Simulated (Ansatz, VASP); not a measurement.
## CsSnI3 in VASP and in Ansatz

```
CELL_PARAMETERS angstrom
6.24149 0.00000 0.00000
0.00000 6.24149 0.00000
0.00000 0.00000 6.24149
ATOMIC_POSITIONS crystal
Cs 0.00000 0.00000 0.00000
Sn 0.50000 0.50000 0.50000
I 0.50000 0.50000 0.00000
I 0.50000 0.00000 0.50000
I 0.00000 0.50000 0.50000
```

Alike in both runs: task single point; functional HSE06; k mesh 2 × 2 × 2; no spin polarisation.

|  | VASP | Ansatz |
| --- | --- | --- |
| version | VASP 6.6.1 | Ansatz 0.2.0 |
| potentials or method | VASP PAW PBE potentials, release 64 (Cs_sv, Sn_d, I) | plane waves, PAW |
| plane-wave cutoff (eV) | 520 | 420 |
| occupations | gaussian, width 0.01 eV | fixed |
| valence electrons in the cell | 44 | 74 |

|  | VASP | Ansatz | Ansatz less VASP |
| --- | --- | --- | --- |
| gap on the k mesh at the Fermi level (eV) | 0.85 | 0.85 | -0.002 |
| pressure (GPa) | 1.4 | 1.4 | +0.04 |

VASP's potentials hold 44 valence electrons a cell and Ansatz's 74, so a difference there can come from the potentials and not from the codes. Ansatz's warnings: stress exchange threshold loose, stress scf threshold loose.

The k mesh is coarse, so the values compare programs but aren't converged. Neither program's run includes spin-orbit coupling.
